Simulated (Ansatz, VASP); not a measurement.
## Rb in VASP and in Ansatz

```
Rb
1.0
    -2.86395    2.86395    2.86395
     2.86395   -2.86395    2.86395
     2.86395    2.86395   -2.86395
Rb
1
Direct
  0.00000 0.00000 0.00000
```

Alike in both runs: functional r2SCAN; k mesh 13 × 13 × 13; occupations fermi-dirac, width 0.05 eV; no spin polarisation.

Ansatz relaxed the structure, and its values are those at the end. VASP's run is a single point on that final structure, the one shown.

|  | VASP | Ansatz |
| --- | --- | --- |
| version | VASP 6.6.1 | Ansatz 0.2.0 |
| potentials or method | VASP PAW PBE potentials, release 64 (Rb_sv) | PAW with Ansatz's default frozen-core files, scalar-relativistic |
| plane-wave cutoff (eV) | 520 | 500 |
| valence electrons in the cell | 9 | 9 |

|  | VASP | Ansatz | Ansatz less VASP |
| --- | --- | --- | --- |
| pressure (GPa) | 0.0 | 0.0 | -0.01 |

VASP's potentials were made for PBE, not for r2SCAN.
